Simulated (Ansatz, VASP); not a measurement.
# One calculation of Ba2TeAs, two programs

```
Ba Te As
1.0
     5.85184    0.00000    0.00000
    -2.92592    5.06784    0.00000
     0.00000    0.00000    6.79737
Ba Te As
2 1 1
Direct
  0.00000 0.00000 0.00000
  0.33333 0.66667 0.50000
  0.33333 0.66667 0.00000
  0.00000 0.00000 0.50000
```

Alike in both runs: functional PBE; k mesh 12 × 12 × 8; occupations gaussian, width 0.1 eV; no spin polarisation.

Ansatz relaxed the structure, and its values are those at the end. VASP's run is a single point on that final structure, the one shown.

|  | VASP | Ansatz |
| --- | --- | --- |
| version | VASP 6.6.1 | Ansatz 0.2.0 |
| potentials or method | VASP PAW PBE potentials, release 64 (Ba_sv, Te, As), cutoff 520 eV | scalar-relativistic, plane waves, PAW |
| valence electrons in the cell | 31 | 51 |

VASP gave:

* gap on the k mesh at the Fermi level (eV): none
* pressure (GPa): 0.2

Which values does Ansatz return?

gap on the k mesh at the Fermi level (eV): none; pressure (GPa): 0.0.

A gap of «none» marks a metal or a gap that the smearing closes. VASP's potentials hold 31 valence electrons a cell and Ansatz's 51, so a difference there can come from the potentials and not from the codes.

Neither program's run includes spin-orbit coupling.
